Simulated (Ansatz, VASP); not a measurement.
One calculation of Al, two programs

```xyz
1
Lattice="0.0000 2.0515 2.0515 2.0515 0.0000 2.0515 2.0515 2.0515 0.0000" Properties=species:S:1:pos:R:3 pbc="T T T"
Al    0.0000    0.0000    0.0000
```

Change from the starting cell: volume scaled by 1.04.

Alike in both runs: task single point; functional PBEsol; dispersion D4; k mesh 8 × 8 × 8; occupations fermi-dirac, width 0.1 eV; non-collinear spin, spin-orbit coupling.

|  | VASP | Ansatz |
| --- | --- | --- |
| version | VASP 6.6.1 | Ansatz 0.2.0 |
| potentials or method | VASP PAW PBE potentials, release 64 (Al), cutoff 520 eV | all-electron LAPW, relativistic spinors |

```csv
,VASP,Ansatz,Ansatz less VASP
pressure (GPa),-6.3,-6.4,-0.03
net moment per atom (μB),0.00,0.00,0.000
```

VASP's potentials were made for PBE, not for PBEsol. Ansatz ran all-electron here, and VASP with PAW potentials.

Noted on Ansatz's run: the k mesh is thin for a metal, which can move the energy by tens of meV per atom.
